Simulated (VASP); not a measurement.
## Os: single point with r2SCAN

Crystal: Os.

```xyz
2
Lattice="2.7932 0.0000 0.0000 -1.3966 2.4190 0.0000 0.0000 0.0000 4.3971" Properties=species:S:1:pos:R:3 pbc="T T T"
Os    0.0000    1.6126    1.0993
Os    1.3966    0.8063    3.2979
```

| Quantity | Value |
| --- | --- |
| Program | VASP 6.6.1 |
| Task | single point |
| Functional | r2SCAN |
| Potentials or basis | VASP PAW PBE potentials, release 64 (Os) |
| Cutoff | 520 eV |
| k mesh | 18 × 18 × 10 |
| Occupations | gaussian, width 0.1 eV |
| Spin | no spin polarisation |
| Dipole correction | no |
| Further INCAR settings | ALGO = Normal; EDIFF = 1e-07; NBANDS = 15 |

```yaml
Pressure: -21.2 GPa
Band_gap_on_the_k_mesh: zero (bands 8 and 9 overlap by 3.70 eV)
```

Levels at points of the mesh, in eV from the Fermi level:
```csv
k point,band 4,band 5,band 6,band 7,band 8,band 9,band 10,band 11,band 12,band 13
"(0.00, 0.00, 0.00)",-2.90,-2.62,-2.11,-2.11,-1.54,-1.54,0.06,1.59,1.59,8.88
"(0.50, 0.00, 0.00)",-3.42,-2.89,-2.49,-1.79,1.86,2.40,2.54,4.18,5.49,9.35
"(0.00, 0.00, 0.50)",-3.42,-3.11,-3.11,-3.11,-3.11,0.82,0.82,0.82,0.82,14.42
"(0.50, 0.00, 0.50)",-5.10,-1.18,-1.18,-0.17,-0.17,2.19,2.19,3.15,3.15,8.91
```

Wall time 13 min on 1 thread of Oxide Virtual Turin-like Processor, on a shared host, peak memory 0.19 GiB.

Caveat: the cell stands under tension; the PAW data sets were made with another functional, which shifts forces and pressure a little; spin-orbit coupling is left out, which moves the levels of the heavy elements.
